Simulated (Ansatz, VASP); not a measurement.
# MgS in VASP and in Ansatz

```
Mg S
1.0
     2.58982    2.58982    0.00000
    -2.58982    2.58982    0.00000
     0.00000    2.58982    2.55158
Mg S
1 1
Direct
  0.00000 0.00000 0.00000
  0.50000 0.50000 0.00000
```

Change from the starting cell: film at in-plane strain +0.01.

Alike in both runs: task single point; functional LDA; k mesh 8 × 8 × 8; no spin polarisation.

|  | VASP | Ansatz |
| --- | --- | --- |
| version | VASP 6.6.1 | Ansatz 0.2.0 |
| potentials or method | VASP PAW LDA potentials, release 64 (Mg, S), cutoff 520 eV | all-electron LAPW, scalar-relativistic |
| occupations | gaussian, width 0.01 eV | fixed |

Ansatz gave:

- gap on the k mesh at the Fermi level (eV): 2.55
- pressure (GPa): -1.1
- traceless stress, the component that is largest in VASP (GPa): 1.14

Q: Estimate VASP's values.

A: gap on the k mesh at the Fermi level (eV): 2.54; pressure (GPa): -1.7; traceless stress, the component that is largest in VASP (GPa): 1.13.

LDA's correlation is that of Perdew and Zunger in VASP and of Perdew and Wang (1992) in Ansatz. Ansatz ran all-electron here, and VASP with PAW potentials.
